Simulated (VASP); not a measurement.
Set up this calculation in VASP 6.6.1, as the native input.

- Task: single point
- Functional: r2SCAN
- Potentials or basis: VASP PAW PBE potentials, release 64 (Pb_d)
- Cutoff: 520 eV
- k mesh: 20 × 20 × 20
- Occupations: fermi-dirac, width 0.05 eV
- Spin: no spin polarisation
- Dipole correction: no
- Further INCAR settings: ALGO = Normal; EDIFF = 1e-06; NBANDS = 13

The system is Pb.

```
Pb
1.0
     0.00000    2.33126    2.33126
     2.33126    0.00000    2.33126
     2.33126    2.33126    0.00000
Pb
1
Direct
  0.00000 0.00000 0.00000
```

One way to write it, as run:

POSCAR

```
Pb
1.0
    0.0000000000      2.3312566036      2.3312566036
    2.3312566036      0.0000000000      2.3312566036
    2.3312566036      2.3312566036      0.0000000000
Pb
1
Direct
    0.0000000000      0.0000000000      0.0000000000
```

INCAR.step1

```
PREC = Accurate
ENCUT = 520
ISMEAR = -1
SIGMA = 0.05
LREAL = False
LASPH = True
NELM = 80
NBANDS = 13
GGA = PE
ALGO = Normal
EDIFF = 1E-4
LWAVE = True
LCHARG = False
```

INCAR.step2

```
PREC = Accurate
ENCUT = 520
EDIFF = 1E-6
ISMEAR = -1
SIGMA = 0.05
LREAL = False
LASPH = True
NELM = 80
ALGO = Normal
ISIF = 2
LWAVE = False
LCHARG = False
METAGGA = R2SCAN
LMIXTAU = True
NBANDS = 13
ISTART = 1
```

KPOINTS

```
Automatic mesh
0
Gamma
  20 20 20
```

Potentials or basis: VASP PAW PBE potentials, release 64 (Pb_d).

Launch:

```bash
$ cat potpaw_PBE.64/Pb_d/POTCAR > POTCAR
$ cp INCAR.step1 INCAR
$ mpirun -np 1 vasp_std > vasp.out
$ cp INCAR.step2 INCAR
$ mpirun -np 1 vasp_std > vasp.out
```

Results of the run:

The pressure is 15.1 GPa and the band gap on the k mesh is zero (bands 7 and 8 overlap by 11.36 eV).

Caveat: the cell stands under pressure; the PAW data sets were made with another functional, which shifts forces and pressure a little; spin-orbit coupling is left out, which moves the levels of the heavy elements.

Wall time 4.4 min on 1 thread of Intel(R) Xeon(R) Platinum 8124M CPU @ 3.00GHz (Skylake/Cascade Lake), with other jobs on the host, peak memory 0.22 GiB.
